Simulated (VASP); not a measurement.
Runs of VASP 6.6.1 on MgS. The structure is that of space group P6_3mc (No. 186), or close to it. The cells are those of the table. 

```tsv
cell	gap on the mesh (eV)	pressure (GPa)	largest force (eV/Å)
a = 4.139, b = 4.139, c = 6.599 Å, angles 90.0, 90.0, 120.0°, 4 atoms	2.79	-5.8	0.06
a = 4.070, b = 4.070, c = 6.489 Å, angles 90.0, 90.0, 120.0°, 4 atoms	(c)	-3.7	0.06
a = 3.924, b = 3.924, c = 6.256 Å, angles 90.0, 90.0, 120.0°, 4 atoms	3.58	2.9	0.04
a = 3.998, b = 3.998, c = 6.375 Å, angles 90.0, 90.0, 120.0°, 4 atoms	(b)	-0.9	0.05
a = 4.105, b = 4.105, c = 6.545 Å, angles 90.0, 90.0, 120.0°, 4 atoms	2.91	(a)	0.06
```

Alike in all rows: task single point; level LDA; potentials or basis VASP PAW LDA potentials, release 64 (Mg, S); no spin polarisation; k mesh 6 × 6 × 4; cutoff (eV) 520; smearing gaussian 0.01 eV.

Task: Fill in the values left out.

Result: (a) -4.9; (b) 3.29; (c) 3.03.

